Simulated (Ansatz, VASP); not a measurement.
## Sb: VASP beside Ansatz

POSCAR

```
Sb
1.0
    0.0000000000      2.3712425216      2.3712425216
    2.3712425216      0.0000000000      2.3712425216
    2.3712425216      2.3712425216      0.0000000000
Sb
1
Direct
    0.0000000000      0.0000000000      0.0000000000
```

The input INCAR.step1:

```
  PREC = Accurate
  ENCUT = 520
  EDIFF = 1E-5
  ISMEAR = -1
  SIGMA = 0.05
  LREAL = F
  LASPH = T
  NELM = 150
  ALGO = Normal
  ISIF = 2
  LWAVE = T
  LCHARG = F
  MAGMOM = 0 0 0
  LORBIT = 11
  LSORBIT = T
  GGA_COMPAT = F
  LORBMOM = T
  NBANDS = 16
  GGA = PE
```

Contents of INCAR.step2:

```
  PREC = Accurate
  ENCUT = 520
  EDIFF = 1E-6
  ISMEAR = -1
  SIGMA = 0.05
  LREAL = F
  LASPH = T
  NELM = 150
  ALGO = Normal
  ISIF = 2
  LWAVE = F
  LCHARG = F
  MAGMOM = 0 0 0
  LORBIT = 11
  LSORBIT = T
  GGA_COMPAT = F
  LORBMOM = T
  GGA = PE
  LHFCALC = T
  AEXX = 0.25
  PRECFOCK = Normal
  NBANDS = 16
  ISTART = 1
```

File KPOINTS:

```
regular mesh
0
Gamma
  4 4 4
```

The input input:

```
crystal:
  lattice:
    - [0.0, 2.3712425216, 2.3712425216]
    - [2.3712425216, 0.0, 2.3712425216]
    - [2.3712425216, 2.3712425216, 0.0]
  atoms:
    - { symbol: Sb, position: [0.0, 0.0, 0.0] }
hamiltonian:
  xc: pbe0
  pseudopotentials: { kind: paw_fr }
magnetization:
  noncollinear: true
  spin_orbit: true
kpoints:
  mp_grid: { grid: [4, 4, 4] }
scf:
  occupations: { method: fermi_dirac, width: 0.05 }
output:
  forces: true
  stress: true
  eigenvalues: true
  write_density: true
  write_potential: true
  elf: true
  volumetric_format: npy
```

Alike in both runs: task single point; functional PBE0; k mesh 4 × 4 × 4; occupations fermi-dirac, width 0.05 eV; non-collinear spin, spin-orbit coupling.

```csv
,VASP,Ansatz
version,VASP 6.6.1,Ansatz 0.2.0
potentials or method,"VASP PAW PBE potentials, release 64 (Sb)",Ansatz PAW
plane-wave cutoff (eV),520,420
valence electrons in the cell,5,15
```

Ansatz gave:

```
pressure (GPa)           : -1.9
net moment per atom (μB) : 0.00
```

Q: Which values does VASP return?

A: Pressure (GPa): -3.3; net moment per atom (μB): 0.11.

The net moments are unlike, so the other rows may belong to different states. VASP's potentials hold 5 valence electrons a cell and Ansatz's 15, so a difference there can come from the potentials and not from the codes.

The k mesh is coarse, so the values compare programs but aren't converged.
